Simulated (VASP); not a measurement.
A run of VASP 6.6.1:

Contents of INCAR:

```
  PREC = Accurate
  ENCUT = 600
  EDIFF = 1E-8
  ISMEAR = 0
  SIGMA = 0.01
  LREAL = F
  LASPH = T
  NELM = 120
  ALGO = Normal
  ISIF = 3
  LWAVE = F
  LCHARG = T
  GGA = CA
  NBANDS = 16
  IBRION = 6
  NFREE = 2
  POTIM = 0.015
  NSW = 1
  GGA_COMPAT = F
```

The input KPOINTS:

```
regular mesh
0
Gamma
  6 6 4
```

Contents of POSCAR:

```
MgTe
1.0
    4.5092441912      0.0000000000      0.0000000000
   -2.2546220956      3.9051200215      0.0000000000
    0.0000000000      0.0000000000      7.3371987299
Mg Te
2 2
Direct
    0.3333333333      0.6666666667      0.0042655568
    0.6666666667      0.3333333333      0.5042655568
    0.3333333333      0.6666666667      0.3807344432
    0.6666666667      0.3333333333      0.8807344432
```

Potentials or basis: VASP PAW LDA potentials, release 64 (Mg, Te).

Run with:

```bash
$ cat potpaw_LDA.64/Mg/POTCAR potpaw_LDA.64/Te/POTCAR > POTCAR
$ mpirun -np 1 vasp_std > vasp.out
```

Hardware: 1 thread of Intel(R) Xeon(R) Platinum 8488C (Sapphire Rapids) (shared host).

Task: How long does it take, and how much memory?

Result: Run time: 17 min on 1 thread of Intel(R) Xeon(R) Platinum 8488C (Sapphire Rapids), with other jobs on the host, peak memory 0.45 GiB. Counts: scf iterations 210, k points 21.
